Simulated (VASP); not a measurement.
Set up this calculation in VASP 6.6.1, as the native input.

| Quantity | Value |
| --- | --- |
| Task | single point |
| Functional | PBE |
| Potentials or basis | VASP PAW PBE potentials, release 64 (O, H, F) |
| Cutoff | 520 eV |
| k mesh | 1 × 1 × 1 |
| Occupations | fermi-dirac, width 0.05 eV |
| Spin | no spin polarisation |
| Dipole correction | no |
| Further INCAR settings | ALGO = Normal; EDIFF = 1e-06; NBANDS = 55 |

The structure of H17O8F lies in POSCAR:

```
H17O8F
1.0
    6.4950650000      0.0000000000      0.0000000000
    0.0000000000      6.4950650000      0.0000000000
    0.0000000000      0.0000000000      6.4950650000
O H F
8 17 1
Direct
    0.9452407328      0.9030086689      0.5411801114
    0.1017541780      0.4688020828      0.3250005966
    0.8275821720      0.0726397657      1.1065940064
    0.3137920868      0.6097244600      0.6306942271
    0.6863672650      0.2299900001      0.5318191581
    0.2083889846      0.7767127812      0.0676667593
    0.2006446433      0.2318683493      0.8293373507
    0.6895235075      0.6107098235      0.7623326325
    0.8463502675      1.0179728763      0.5619343301
    0.9472114598      0.9240092285      0.3896342839
    0.1746710772      0.5824883970      0.2714060598
   -0.0326401660      0.5160533420      0.3185495449
    0.6946042880      0.0095918978      1.0640232238
    0.8858263928      0.1317461796      0.9742319746
    0.2202133466      0.5092173827      0.5607950036
    0.2372878485      0.7192999608      0.6821948664
    0.7245193081      0.3562243026      0.6153595076
    0.7257048236      0.2356558402      0.3960853356
    0.1276353662      0.8903375101      0.1357030299
    0.3522520560      0.8213312723      0.0954109004
    0.2137161060      0.3804734826      0.8281210427
    0.2030156742      0.1746094920      0.6924949943
    0.7920628970      0.7062131018      0.7054432866
    0.5701251643      0.6522644500      0.6796698724
    0.6416102071      0.6290776151     -0.0158427976
    0.6124342097      0.6791463981      0.1211227293
```

One way to write it, as run:

INCAR

```
PREC     = Accurate       # precision mode
ENCUT    = 520            # plane-wave cutoff, eV
EDIFF    = 1E-6           # SCF threshold, eV
ISMEAR   = -1             # smearing method
SIGMA    = 0.05           # smearing width, eV
LREAL    = F              # projectors in reciprocal space
LASPH    = T              # aspherical terms in the spheres
NELM     = 120            # most SCF steps
ALGO     = Normal         # electronic algorithm
ISIF     = 2              # what is computed and relaxed
LWAVE    = F              # write WAVECAR
LCHARG   = F              # write CHGCAR
GGA      = PE             # functional
NBANDS   = 55             # bands
GGA_COMPAT= F
```

KPOINTS

```
regular mesh
0
Gamma
  1 1 1
```

Potentials or basis: VASP PAW PBE potentials, release 64 (O, H, F).

Command:

```sh
$ cat potpaw_PBE.64/O/POTCAR potpaw_PBE.64/H/POTCAR potpaw_PBE.64/F/POTCAR > POTCAR
$ mpirun -np 1 vasp_gam > vasp.out
```

It gave:

| Quantity | Value |
| --- | --- |
| Pressure | 2.0 GPa |
| Largest force | 4.171 eV/Å |
| Band gap on the k mesh | 4.45 eV |

Caveat: the k points lie up to 0.97 Å⁻¹ apart.

It took 51 s on 1 thread of Intel Xeon 8259CL (shared host), peak memory 0.3 GiB.
